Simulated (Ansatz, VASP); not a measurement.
Two plane-wave programs on Pb

The input INCAR:

```
SYSTEM = Pb
ALGO     = Normal         ! electronic algorithm
EDIFF    = 1E-8           ! SCF threshold, eV
ENCUT    = 520            ! plane-wave cutoff, eV
GGA      = PE             ! functional
ISIF     = 2              ! what is computed and relaxed
ISMEAR   = -1             ! smearing method
LASPH    = .TRUE.         ! aspherical terms in the spheres
LCHARG   = .FALSE.        ! write CHGCAR
LEFG     = .TRUE.       
LREAL    = .FALSE.        ! projectors in reciprocal space
LWAVE    = .FALSE.        ! write WAVECAR
NBANDS   = 13             ! bands
NELM     = 100            ! most SCF steps
PREC     = Accurate       ! precision mode
SIGMA    = 0.08           ! smearing width, eV
```

KPOINTS

```
k-points
0
G
  13 13 13
  0 0 0
```

File POSCAR:

```
Pb
1.0
    0.0000000000      2.4698000000      2.4698000000
    2.4698000000      0.0000000000      2.4698000000
    2.4698000000      2.4698000000      0.0000000000
Pb
1
Direct
    0.0000000000      0.0000000000      0.0000000000
```

Input for Ansatz:

```yaml
crystal:
  lattice:
    - [0.0, 2.4698, 2.4698]
    - [2.4698, 0.0, 2.4698]
    - [2.4698, 2.4698, 0.0]
  atoms:
    - { symbol: Pb, position: [0.0, 0.0, 0.0] }
kpoints:
  mp_grid: { grid: [13, 13, 13] }
  band_path:
    path:
      - [0.0, 0.0, 0.0]
      - [0.5, 0.0, 0.5]
      - [0.625, 0.25, 0.625]
      - [0.375, 0.375, 0.75]
      - [0.0, 0.0, 0.0]
      - [0.5, 0.5, 0.5]
      - [0.5, 0.25, 0.75]
      - [0.5, 0.0, 0.5]
    npoints: 8
scf:
  occupations: { method: fermi_dirac, width: 0.08 }
hamiltonian:
  xc: pbe
  pseudopotentials: { kind: paw }
output:
  forces: true
  stress: true
  eigenvalues: true
  efg: { contact_densities: true }
  populations: true
  bader: true
  dos: { projected: true, de: 0.2, e_range: [-14, 8] }
  write_density: true
  write_potential: true
  elf: true
  volumetric_format: npy
```

Alike in both runs: task electric field gradients; functional PBE; k mesh 13 × 13 × 13; occupations fermi-dirac, width 0.08 eV; no spin polarisation.

|  | VASP | Ansatz |
| --- | --- | --- |
| version | VASP 6.6.1 | Ansatz 0.2.0 |
| potentials or method | VASP PAW PBE potentials, release 64 (Pb_d) | PAW with Ansatz's default frozen-core files, scalar-relativistic |
| plane-wave cutoff (eV) | 520 | 420 |
| valence electrons in the cell | 14 | 14 |

Ansatz gave:

```
pressure (GPa) : 2.8
```

What did VASP give for the same quantities?

Pressure (GPa): 2.7.

Neither program's run includes spin-orbit coupling.
